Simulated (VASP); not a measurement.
Set up this calculation in VASP 6.6.1, as the native input.

- Task: single point
- Functional: BLYP
- Potentials or basis: VASP PAW PBE potentials, release 64 (Ag, Br)
- Cutoff: 500 eV
- k mesh: 3 × 3 × 3
- Occupations: gaussian, width 0.01 eV
- Spin: no spin polarisation
- Dipole correction: no
- Further INCAR settings: ALGO = Normal; EDIFF = 1e-06; NBANDS = 16

The structure of AgBr lies in POSCAR:

```
AgBr
1.0
    0.0000000000      2.8701500000      2.8701500000
    2.8701500000      0.0000000000      2.8701500000
    2.8701500000      2.8701500000      0.0000000000
Ag Br
1 1
Direct
    0.0000000000      0.0000000000      0.0000000000
    0.5000000000      0.5000000000      0.5000000000
```

The input as run:

INCAR

```
  PREC = Accurate
  ENCUT = 500
  EDIFF = 1E-6
  ISMEAR = 0
  SIGMA = 0.01
  LREAL = False
  LASPH = True
  NELM = 120
  ALGO = Normal
  ISIF = 2
  LWAVE = False
  LCHARG = False
  GGA = B5
  ALDAX = 1.0
  AGGAX = 1.0
  AGGAC = 1.0
  ALDAC = 0.0
  NBANDS = 16
  GGA_COMPAT = False
```

KPOINTS

```
Automatic mesh
0
Gamma
  3 3 3
```

Potentials or basis: VASP PAW PBE potentials, release 64 (Ag, Br).

Launch:

```console
$ cat potpaw_PBE.64/Ag/POTCAR potpaw_PBE.64/Br/POTCAR > POTCAR
$ mpirun -np 1 vasp_std > vasp.out
```

Results of the run:

* Pressure: 7.0 GPa
* Band gap on the k mesh: 1.10 eV, indirect (least direct gap 2.60 eV)

Caveat: the k points lie up to 0.63 Å⁻¹ apart; the PAW data sets were made with another functional, which shifts forces and pressure a little.

Run time: 14 s on 1 thread of Intel(R) Xeon(R) Platinum 8259CL CPU @ 2.50GHz (Skylake/Cascade Lake), with other jobs on the host, peak memory 0.16 GiB.
